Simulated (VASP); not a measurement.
Wanted: the native input for a VASP 6.6.1 run.

* Task: single point
* Functional: LDA
* Potentials or basis: VASP PAW LDA potentials, release 64 (C)
* Cutoff: 520 eV
* k mesh: 12 × 12 × 12
* Occupations: gaussian, width 0.05 eV
* Spin: no spin polarisation
* Dipole correction: no
* Further INCAR settings: ALGO = Normal; EDIFF = 1e-06; NBANDS = 11

The structure of C lies in POSCAR:

```
C
1.0
    0.0000000000      1.8205464688      1.8205464688
    1.8205464688      0.0000000000      1.8205464688
    1.8205464688      1.8205464688      0.0000000000
C
2
Direct
    0.5000000000      0.5000000000      0.5000000000
    0.7500000000      0.7500000000      0.7500000000
```

This cell differs from its parent crystal: volume 6.034 Å^3 an atom, c/a of the conventional cell 1.0000.

The input as run:

INCAR

```
SYSTEM = C
PREC = Accurate
ENCUT = 520
EDIFF = 1E-6
ISMEAR = 0
SIGMA = 0.05
LREAL = .FALSE.
LASPH = .TRUE.
NELM = 60
ALGO = Normal
ISIF = 2
LWAVE = .FALSE.
LCHARG = .TRUE.
GGA = CA
LELF = .TRUE.
LVHAR = .TRUE.
NBANDS = 11
```

KPOINTS

```
Automatic mesh
0
G
  12 12 12
  0 0 0
```

Potentials or basis: VASP PAW LDA potentials, release 64 (C).

Run with:

```sh
$ cat potpaw_LDA.64/C/POTCAR > POTCAR
$ mpirun -np 1 vasp_std > vasp.out
```

It gave:

* Pressure: -35.0 GPa
* Band gap on the k mesh: 3.97 eV, indirect (least direct gap 5.37 eV)

Wall time 6.3 s on 1 thread of AMD EPYC 7R13 Processor (Zen 3), with other jobs on the host, peak memory 0.08 GiB.
